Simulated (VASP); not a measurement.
Crystal: NaH.

```xyz
2
Lattice="0.0000 2.4400 2.4400 2.4400 0.0000 2.4400 2.4400 2.4400 0.0000" Properties=species:S:1:pos:R:3 pbc="T T T"
Na    0.0000    0.0000    0.0000
H     2.4400    2.4400    2.4400
```

```yaml
Program: VASP 6.6.1
Task: relaxation of cell and atoms
Functional: r2SCAN
Dispersion: rVV10
Potentials_or_basis: VASP PAW PBE potentials, release 64 (Na_pv, H)
Cutoff: 600 eV
k_mesh: 8 × 8 × 8
Occupations: fermi-dirac, width 0.01 eV
Spin: no spin polarisation
```

At the start: pressure -1.6 GPa; volume 14.53 Å³/atom.

Where does the relaxation end?

Over 6 steps the energy falls by 6.0 meV/atom and the volume is 13.49 Å³/atom (-7.1 %); space group Fm-3m (No. 225, to 0.05 Å).

The path:
```
step  energy change (eV)  largest force (eV/Å)  pressure (GPa)  volume (Å³)
   1              0.0000                0.0000           -1.56        29.05
   2             -0.0052                0.0000           -1.10        28.46
   3             -0.0082                0.0000           -0.84        28.03
   4             -0.0118                0.0000           -0.22        27.16
   5             -0.0121                0.0000            0.14        26.88
   6             -0.0120                0.0000           -0.01        26.99
```

Final structure:
```yaml
crystal:
  lattice:
    - [0.00000, 2.38071, 2.38071]
    - [2.38071, 0.00000, 2.38071]
    - [2.38071, 2.38071, 0.00000]
  atoms:
    - { symbol: Na, position: [0.00000, 0.00000, 0.00000] }
    - { symbol: H, position: [0.50000, 0.50000, 0.50000] }
```

Caveat: the PAW data sets were made with another functional, which shifts forces and pressure a little.
